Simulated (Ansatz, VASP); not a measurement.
**IrO2 in VASP and in Ansatz**

```
CELL_PARAMETERS angstrom
4.47159 0.00000 0.00000
0.00000 4.47159 0.00000
0.00000 0.00000 3.15372
ATOMIC_POSITIONS crystal
Ir 0.00000 0.00000 0.00000
Ir 0.50000 0.50000 0.50000
O 0.30879 0.30879 0.00000
O 0.19121 0.80879 0.50000
O 0.69121 0.69121 0.00000
O 0.80879 0.19121 0.50000
```

Alike in both runs: functional PBEsol; k mesh 8 × 8 × 12; occupations gaussian, width 0.1 eV; no spin polarisation.

Ansatz relaxed the structure, and its values are those at the end. VASP's run is a single point on that final structure, the one shown.

```csv
,VASP,Ansatz
version,VASP 6.6.1,Ansatz 0.2.0
potentials or method,"VASP PAW PBE potentials, release 64 (Ir, O), cutoff 600 eV","scalar-relativistic, plane waves, PAW"
valence electrons in the cell,42,58
```

|  | VASP | Ansatz | Ansatz less VASP |
| --- | --- | --- | --- |
| gap on the k mesh at the Fermi level (eV) | none | none | - |
| pressure (GPa) | 2.8 | 0.0 | -2.77 |

VASP's potentials were made for PBE, not for PBEsol, and Ansatz warns of the same on its side. A gap of «none» marks a metal or a gap that the smearing closes. With one functional, cell and mesh, what is left measures potentials, basis and numerics. VASP's potentials hold 42 valence electrons a cell and Ansatz's 58, so a difference there can come from the potentials and not from the codes.

Spin-orbit coupling is off throughout.
